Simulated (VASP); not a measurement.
Here is a VASP 6.6.1 calculation.

File POSCAR:

```
Fe
1.0
    0.0000000000      2.4013887703      2.4013887703
    2.4013887703      0.0000000000      2.4013887703
    2.4013887703      2.4013887703      0.0000000000
Fe
2
Direct
    1.0000000000      0.0000000000      0.0000000000
    0.5000000000      0.5000000000      0.5000000000
```

INCAR.step1

```
PREC = Accurate ; ENCUT = 520
ISMEAR = -1 ; SIGMA = 0.05
LREAL = False ; LASPH = True
NELM = 150 ; ISPIN = 2
MAGMOM = 2.741 -2.741 ; LMAXMIX = 4
NBANDS = 19 ; GGA = PE
ALGO = Normal ; EDIFF = 1E-4
LWAVE = True ; LCHARG = False
```

File INCAR.step2:

```
PREC = Accurate ; ENCUT = 520
EDIFF = 1E-6 ; ISMEAR = -1
SIGMA = 0.05 ; LREAL = False
LASPH = True ; NELM = 150
ALGO = Normal ; ISIF = 2
LWAVE = False ; LCHARG = False
ISPIN = 2 ; MAGMOM = 2.741 -2.741
LORBIT = 11 ; LMAXMIX = 4
METAGGA = R2SCAN ; LMIXTAU = True
NBANDS = 19 ; ISTART = 1
```

KPOINTS

```
regular mesh
0
Gamma
  13 13 13
```

Potentials or basis: VASP PAW PBE potentials, release 64 (Fe).

Command:

```console
$ cat potpaw_PBE.64/Fe/POTCAR > POTCAR
$ cp INCAR.step1 INCAR
$ mpirun -np 1 vasp_std > vasp.out
$ cp INCAR.step2 INCAR
$ mpirun -np 1 vasp_std > vasp.out
```

Question: What does it give for the net moment?

Answer: 0.00 μB per cell.

Question: What does it give for the band gap on the k mesh?

Answer: Zero (filled and empty bands overlap).

Question: What does it give for the pressure?

Answer: 3.9 GPa.

Question: Estimate the site moments.

Answer: Fe +2.78, -2.78 μB.

Caveat: the cell stands under pressure; the antiferromagnetic order is the one typed at the start, and another may lie lower; the PAW data sets were made with another functional, which shifts forces and pressure a little.
